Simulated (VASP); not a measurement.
Runs of VASP 6.6.1 on Sr. The structure is that of space group Im-3m (No. 229), or close to it. The cells are those of the table. 

| cell | gap on the mesh (eV) | pressure (GPa) |
| --- | --- | --- |
| a = 4.161 Å, angles 109.5°, 1 atom | none | (a) |
| a = 4.218 Å, angles 109.5°, 1 atom | none | -1.2 |
| a = 4.189 Å, angles 109.5°, 1 atom | none | -1.1 |
| a = 4.245 Å, angles 109.5°, 1 atom | none | -1.4 |
| a = 4.300 Å, angles 109.5°, 1 atom | none | -1.6 |
| a = 4.273 Å, angles 109.5°, 1 atom | none | (b) |
| a = 4.131 Å, angles 109.5°, 1 atom | none | -0.7 |

Alike in all rows: task single point; level PBEsol; potentials or basis VASP PAW PBE potentials, release 64 (Sr_sv); no spin polarisation; k mesh 7 × 7 × 7; cutoff (eV) 520; smearing fermi-dirac 0.05 eV.

Question: Estimate the missing entries.

Answer: (a) -0.9; (b) -1.5.

Caveats: the PAW data sets were made with another functional, which shifts forces and pressure a little.

A k mesh can miss the band edges, and the runs leave out spin-orbit coupling on Sr.

A gap of «none» marks levels without a gap at the run's occupations.
